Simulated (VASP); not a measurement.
Set up this calculation in VASP 6.6.1, as the native input.

| Quantity | Value |
| --- | --- |
| Task | single point |
| Functional | PBE |
| Dispersion | D3(BJ) |
| Potentials or basis | VASP PAW PBE potentials, release 64 (H, C) |
| Cutoff | 520 eV |
| k mesh | 2 × 2 × 1 |
| Occupations | gaussian, width 0.02 eV |
| Spin | no spin polarisation |
| Dipole correction | no |
| Further INCAR settings | LREAL = Auto; ALGO = Normal; EDIFF = 1e-06; NBANDS = 68 |

The structure of H3C5 lies in POSCAR:

```
H3C5
1.0
    5.0487420000      0.0000000000      0.0000000000
    0.0000000000      5.0487420000      0.0000000000
    0.0000000000      0.0000000000     17.1355610000
H C
12 20
Direct
    0.4277868800      0.0000000000      0.0583581700
    0.0722131600      0.0000000000      0.0583581700
    0.9277869200      0.0000000000      0.0583581700
    0.5722132000      0.0000000000      0.0583581700
    0.4277868800      0.5000000400      0.0583581700
    0.0722131600      0.5000000400      0.0583581700
    0.9277869200      0.5000000400      0.0583581700
    0.5722132000      0.5000000400      0.0583581700
    0.7499685585      0.0036863751      0.3585337771
    0.2500166105      0.4962694857      0.3585582149
    0.7499873101      0.4962273420      0.3585447753
    0.2500443995      0.0036564616      0.3585420819
    0.2500000200      0.0000000000      0.0953981000
    0.7500000600      0.0000000000      0.0953981000
    0.2500000200      0.5000000400      0.0953981000
    0.7500000600      0.5000000400      0.0953981000
    0.2500000200      0.2500000200      0.1474827700
    0.7500000600      0.2500000200      0.1474827700
    0.2500000200      0.7500000600      0.1474827700
    0.7500000600      0.7500000600      0.1474827700
    0.0000081150      0.2499902219      0.1955584926
    0.4999865022      0.2499954459      0.1955550062
    0.0000036221      0.7499939651      0.2034135536
    0.4999916914      0.7499959289      0.2034099098
   -0.0000034199      0.0165482079      0.2521655845
    0.4999902582      0.0165467720      0.2521609451
    0.0000045676      0.4834292319      0.2521739379
    0.4999879742      0.4834299173      0.2521666598
    0.2500060916      0.0881870810      0.2994114124
    0.7499897355      0.0882070726      0.2994042133
    0.2500003357      0.4117732986      0.2994173263
    0.7499922698      0.4117625811      0.2994057854
```

These files were run (other wordings do the same):

INCAR

```
SYSTEM = H3C5
PREC = Accurate
ENCUT = 520
EDIFF = 1E-6
ISMEAR = 0
SIGMA = 0.02
LREAL = Auto
LASPH = .TRUE.
NELM = 100
ALGO = Normal
ISIF = 2
LWAVE = .FALSE.
LCHARG = .TRUE.
GGA = PE
IVDW = 12
LELF = .TRUE.
LVHAR = .TRUE.
NBANDS = 68
```

KPOINTS

```
Automatic mesh
0
G
  2 2 1
  0 0 0
```

Potentials or basis: VASP PAW PBE potentials, release 64 (H, C).

Run with:

```sh
$ cat potpaw_PBE.64/H/POTCAR potpaw_PBE.64/C/POTCAR > POTCAR
$ mpirun -np 1 vasp_std > vasp.out
```

Results of the run:

- Largest force: 8.959 eV/Å
- Band gap on the k mesh: 1.85 eV
- Dispersion energy per atom: -0.104 eV

Caveat: the k points lie up to 0.62 Å⁻¹ apart.

It took 6.2 min on 1 thread of AMD EPYC 7R43 64-Core Processor (Zen 3), with other jobs on the host, peak memory 0.45 GiB.
